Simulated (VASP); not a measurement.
# SmHf2H (Fmmm) in VASP: single point with PBE

Aim: the single point of SmHf2H with PBE.

Everything below comes from runs of VASP 6.6.1. Logs are shortened: lines on timing, memory, paths and dates and some standing lists are left out, and cuts for length are marked.

### 1 The cell of the first run

Symmetry: Fmmm, No. 69, orthorhombic system. Conventional cell: a = 5.315 Å, b = 5.428 Å, c = 11.103 Å, α = 90.00°, β = 90.00°, γ = 90.00°. Within 3.5 Å of Sm (site symmetry mmm) lie 4 H at 2.66 to 2.71 Å and 10 Hf at 3.39 to 3.47 Å. Hf (site symmetry mm2) has 1 H at 2.16 Å and 4 Hf at 2.93 to 2.98 Å within 3.0 Å. H (site symmetry mmm) has 2 Hf at 2.16 Å and 4 Sm at 2.66 to 2.71 Å within 2.9 Å.

The cell was built from a structure type or drawn by symmetry, and may not be a known phase.

### 2 Single point, PBE

Contents of INCAR:

```
SYSTEM = SmHf2H
  PREC = Accurate
  ENCUT = 500
  EDIFF = 1E-6
  ISMEAR = 0
  SIGMA = 0.2
  LREAL = .False.
  LASPH = .True.
  NELM = 200
  ALGO = Normal
  ISIF = 2
  LWAVE = .False.
  LCHARG = .False.
  GGA = PE
  NBANDS = 24
  GGA_COMPAT = .False.
  LMAXMIX = 6
```

Contents of KPOINTS:

```
Automatic mesh
0
Gamma
  5 5 5
  0 0 0
```

Contents of POSCAR:

```
SmHf2H
1.0
    0.0000000000      2.7138827024      5.5514838536
    2.6575902611      0.0000000000      5.5514838536
    2.6575902611      2.7138827024      0.0000000000
Sm Hf H
1 2 1
Direct
    0.0000000000      0.0000000000      0.0000000000
    0.3055888562      0.3055888562      0.6944111438
    0.6944111438      0.6944111438      0.3055888562
    0.5000000000      0.5000000000      0.5000000000
```

Potentials or basis: VASP PAW PBE potentials, release 64 (Sm_3, Hf_pv, H), 4f in core.

The run is started by

```sh
$ cat potpaw_PBE.64/Sm_3/POTCAR potpaw_PBE.64/Hf_pv/POTCAR potpaw_PBE.64/H/POTCAR > POTCAR
$ mpirun -np 1 vasp_std > vasp.out
```

OUTCAR:

```text
SYSTEM = SmHf2H
   PREC = Accurate
   ENCUT = 500
   EDIFF = 1E-6
   ISMEAR = 0
   LREAL = .False.
   LASPH = .True.
   NELM = 200
   ISIF = 2
   GGA = PE

 ion  position               nearest neighbor table
   1  0.000  0.000  0.000-   2 3.39   3 3.39   3 3.42   3 3.42   2 3.42   2 3.42   2 3.47   3 3.47
                             3 3.47   2 3.47
   2  0.306  0.306  0.694-   4 2.16   3 2.93   3 2.93   3 2.98   3 2.98   1 3.39   1 3.42   1 3.42
                             1 3.47   1 3.47
   3  0.694  0.694  0.306-   4 2.16   2 2.93   2 2.93   2 2.98   2 2.98   1 3.39   1 3.42   1 3.42
                             1 3.47   1 3.47
   4  0.500  0.500  0.500-   2 2.16   3 2.16

  LATTYP: Found a face centered orthorhombic cell.
 ALAT       =     5.3151805222
 B/A-ratio  =     1.0211817608
 C/A-ratio  =     2.0889163897

  Lattice vectors:

 A1 = (   0.0000000000,   2.7138827024,   5.5514838536)
 A2 = (   2.6575902611,   0.0000000000,   5.5514838536)
 A3 = (   2.6575902611,   2.7138827024,   0.0000000000)

Analysis of symmetry for initial positions (statically):
=====================================================================
 Subroutine PRICEL returns:
 Original cell was already a primitive cell.

 Routine SETGRP: Setting up the symmetry group for a
 face centered orthorhombic supercell.

 Subroutine GETGRP returns: Found  8 space group operations
 (whereof  8 operations were pure point group operations)
 out of a pool of  8 trial point group operations.

The static configuration has the point symmetry D_2h.

Analysis of symmetry for dynamics (positions and initial velocities):
=====================================================================
 Subroutine PRICEL returns:
 Original cell was already a primitive cell.

 Routine SETGRP: Setting up the symmetry group for a
 face centered orthorhombic supercell.

 Subroutine GETGRP returns: Found  8 space group operations
 (whereof  8 operations were pure point group operations)
 out of a pool of  8 trial point group operations.

The dynamic configuration has the point symmetry D_2h.

 Subroutine INISYM returns: Found  8 space group operations
 (whereof  8 operations are pure point group operations),
 and found     1 'primitive' translations

----------------------------------------------------------------------------------------

[... 95 lines left out ...]
   NELM   =    200;   NELMIN=  2; NELMDL= -5     # of ELM steps
   EDIFF  = 0.1E-05   stopping-criterion for ELM
   LREAL  =      F    real-space projection
   EDIFFG = 0.1E-04   stopping-criterion for IOM
   NSW    =      0    number of steps for IOM
   IBRION =     -1    ionic relax: 0-MD 1-quasi-New 2-CG
   NFREE  =      0    steps in history (QN), initial steepest desc. (CG)
   ISIF   =      2    stress and relaxation
   ISYM   =      2    0-nonsym 1-usesym 2-fastsym
   POTIM  = 0.5000    time-step for ionic-motion
   TEBEG  =    0.0;   TEEND  =   0.0 temperature during run
   PSTRESS=    0.0 pullay stress
   NELECT =      32.0000    total number of electrons
   NUPDOWN=      -1.0000    fix difference up-down
   EMIN   =  10.00;   EMAX   =-10.00  energy-range for DOS
   EFERMI =   0.00;   METHOD = LEGACY
   ISMEAR =     0;   SIGMA  =   0.20  broadening in eV -4-tet -1-fermi 0-gaus
   EFERMI_NEDOS =   21; number of points for ismear=-14 and -15
   IALGO  =     38    algorithm
   IMIX   =      4    mixing-type and parameters
     AMIX     =   0.40;   BMIX     =  1.00
     AMIX_MAG =   1.60;   BMIX_MAG =  1.00
  volume/ion in A,a.u.               =      20.02       135.10
  Fermi-wavevector in a.u.,A,eV,Ry     =   1.205828  2.278685 19.783165  1.454022
  Thomas-Fermi vector in A             =   2.341513
   LORBIT       =      0    0 simple, 1 ext, 2 COOP (PROOUT), +10 PAW based schemes
   GGA     = PE    functional components
   LHFCALC =     F    Hartree Fock is set to
   AEXX    =    0.0000 exact exchange contribution
   IVDW    =     0    specifies the selected vdW correction
   LEPSILON=     F    determine dielectric tensor
   LRPA    =     F    only Hartree local field effects (RPA)
 non-spin polarized calculation
 Gauss-broadening in eV      SIGMA  =   0.20
  energy-cutoff  :      500.00
  volume of cell :       80.08
 maximum number of plane-waves:      2047
 NGX is ok and might be reduce to    48
   NGX = 23   NGY = 23   NGZ = 13

 number of electron      32.0000001 magnetization

 Free energy of the ion-electron system (eV)
  ---------------------------------------------------
  ext. energy  EPLUGINS =         0.00000000
  ---------------------------------------------------
  free energy    TOTEN  =       -27.72574062 eV

  energy without entropy =      -27.62362315  energy(sigma->0) =      -27.67468189

 E-fermi :   4.0337     XC(G=0): -10.7178

 val. band max:        4.0328242700   @ k =   0.4000   0.2000  -0.0000
 cond. band min:       4.0379867397   @ k =  -0.4000   0.2000   0.0000
 fundamental gap:      0.0051624696
 Fermi energy:         4.0337423720

 k-point     1 :       0.0000    0.0000    0.0000
  band No.  band energies     occupation
      1     -36.8386      2.00000
      2     -26.5410      2.00000
      3     -26.5278      2.00000
      4     -26.4819      2.00000
      5     -26.3947      2.00000
      6     -25.9970      2.00000
[... 637 lines left out ...]
     23       8.2558      0.00000
     24       8.5566      0.00000

 [... further k-points ...]

------------------------ aborting loop because EDIFF is reached ----------------------------------------

  FORCE on cell =-STRESS in cart. coord.  units (eV):
  Direction    XX          YY          ZZ          XY          YZ          ZX
  --------------------------------------------------------------------------------------
  -------------------------------------------------------------------------------------
  Total        0.3887460     -0.1474158      0.4954072      0.0000000      0.0000000      0.0000000
  in kB        7.7778287     -2.9494192      9.9118492      0.0000000      0.0000000      0.0000000
  external PRESSURE =       4.9134196 kB  Pullay stress =       0.0000000 kB

 VOLUME and BASIS-vectors are now :
 -----------------------------------------------------------------------------
  energy-cutoff  :      500.00
  volume of cell :       80.08
      direct lattice vectors                 reciprocal lattice vectors
     0.000000000  2.713882702  5.551483854    -0.188140364  0.184237882  0.090066010
     2.657590261  0.000000000  5.551483854     0.188140364 -0.184237882  0.090066010
     2.657590261  2.713882702  0.000000000     0.188140364  0.184237882 -0.090066010

 POSITION                                       TOTAL-FORCE (eV/Angst)
 -----------------------------------------------------------------------------------
      0.00000      0.00000      0.00000         0.000000      0.000000      0.000000
      2.65759      2.71388      3.39294        -0.000000      0.000000     -0.038631
      2.65759      2.71388      7.71002        -0.000000      0.000000      0.038631
      2.65759      2.71388      5.55148        -0.000000      0.000000      0.000000
 -----------------------------------------------------------------------------------
    total drift:                               -0.000000     -0.000000     -0.000000

  FREE ENERGIE OF THE ION-ELECTRON SYSTEM (eV)
  ---------------------------------------------------
  free  energy   TOTEN  =       -27.7257406213 eV

  energy  without entropy=      -27.6236231511  energy(sigma->0) =      -27.67468189
```

Run time: 90 s. Hardware: 1 thread of Intel Xeon Platinum 8375C at 2.90GHz (Ice Lake), shared host; peak memory 0.27 GiB.

What came out:

| Item | Value |
| --- | --- |
| Free energy | -27.7257 eV |
| Pressure | 0.5 GPa |
| Largest force | 0.039 eV/Å |
| Band gap on the k mesh | zero (bands 16 and 17 overlap by 1.12 eV) |

Forces on the atoms (eV/Å):
```
Sm   0.000  0.000  0.000
Hf   0.000  0.000 -0.039
Hf   0.000  0.000  0.039
H    0.000  0.000  0.000
```

Caveat: spin-orbit coupling is left out, which moves the levels of the heavy elements; the 4f electrons are frozen in the core, so they carry no moment and show no levels. Spin polarisation is off, so any magnetic state and its effect on volume and gap are missing.
